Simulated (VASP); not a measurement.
Set up this calculation in VASP 6.6.1, as the native input.

* Task: single point
* Functional: LDA
* Potentials or basis: VASP PAW LDA potentials, release 64 (Be, Te)
* Cutoff: 600 eV
* k mesh: 6 × 6 × 6
* Occupations: methfessel-paxton, width 0.1 eV
* Spin: no spin polarisation
* Dipole correction: no
* Further INCAR settings: ALGO = Normal; EDIFF = 1e-06; NBANDS = 11

The structure of BeTe lies in POSCAR:

```
BeTe
1.0
    0.0000000000      2.7779143626      2.7779143626
    2.7779143626      0.0000000000      2.7779143626
    2.7779143626      2.7779143626      0.0000000000
Be Te
1 1
Direct
    0.0000000000      0.0000000000      0.0000000000
    0.2500000000      0.2500000000      0.2500000000
```

The input as run:

INCAR

```
SYSTEM = BeTe
PREC     = Accurate       ! precision mode
ENCUT    = 600            ! plane-wave cutoff, eV
EDIFF    = 1E-6           ! SCF threshold, eV
ISMEAR   = 1              ! smearing method
SIGMA    = 0.1            ! smearing width, eV
LREAL    = .False.        ! projectors in reciprocal space
LASPH    = .True.         ! aspherical terms in the spheres
NELM     = 120            ! most SCF steps
ALGO     = Normal         ! electronic algorithm
ISIF     = 2              ! what is computed and relaxed
LWAVE    = .False.        ! write WAVECAR
LCHARG   = .False.        ! write CHGCAR
GGA      = CA             ! functional
NBANDS   = 11             ! bands
GGA_COMPAT= .False.
```

KPOINTS

```
Automatic mesh
0
Gamma
  6 6 6
  0 0 0
```

Potentials or basis: VASP PAW LDA potentials, release 64 (Be, Te).

Command:

```console
$ cat potpaw_LDA.64/Be/POTCAR potpaw_LDA.64/Te/POTCAR > POTCAR
$ mpirun -np 1 vasp_std > vasp.out
```

It gave:

The pressure is 0.3 GPa and the band gap on the k mesh is 1.77 eV (least direct gap 3.55 eV).

Caveat: spin-orbit coupling is left out, which moves the levels of the heavy elements.

Run time: 3.6 s on 1 thread of Intel(R) Xeon(R) 6975P-C (Granite Rapids), with other jobs on the host, peak memory 0.15 GiB.
